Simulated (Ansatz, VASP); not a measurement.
Mn2ZnAs2 in VASP and in Ansatz

```
Mn Zn As
1.0
     3.93124    0.00000    0.00000
    -1.96562    3.40455    0.00000
     0.00000    0.00000    6.46441
Mn Zn As
2 1 2
Direct
  0.33333 0.66667 0.38011
  0.66667 0.33333 0.61989
  0.00000 0.00000 0.00000
  0.33333 0.66667 0.75573
  0.66667 0.33333 0.24427
```

Alike in both runs: functional PBE; k mesh 6 × 6 × 4; occupations gaussian, width 0.1 eV; collinear spin.

Ansatz relaxed the structure, and its values are those at the end. VASP's run is a single point on that final structure, the one shown.

|  | VASP | Ansatz |
| --- | --- | --- |
| version | VASP 6.6.1 | Ansatz 0.2.0 |
| potentials or method | VASP PAW PBE potentials, release 64 (Mn_pv, Zn, As), cutoff 520 eV | scalar-relativistic, plane waves, PAW |
| valence electrons in the cell | 48 | 72 |

VASP gave:

* gap on the k mesh at the Fermi level (eV): none
* pressure (GPa): 0.2
* rms of the force components (eV/Å): 0.010
* net moment per atom (μB): 1.09
* size of the moment on the site where the two differ most (μB): 2.69

**Question.** What did Ansatz give for the same quantities?

**Answer.** gap on the k mesh at the Fermi level (eV): none; pressure (GPa): 0.0; rms of the force components (eV/Å): 0.007; net moment per atom (μB): 1.08; size of the moment on the site where the two differ most (μB): 2.60.

Site moments also hang on the region over which each program counts them. A gap of «none» marks a metal or a gap that the smearing closes. VASP's potentials hold 48 valence electrons a cell and Ansatz's 72, so a difference there can come from the potentials and not from the codes.
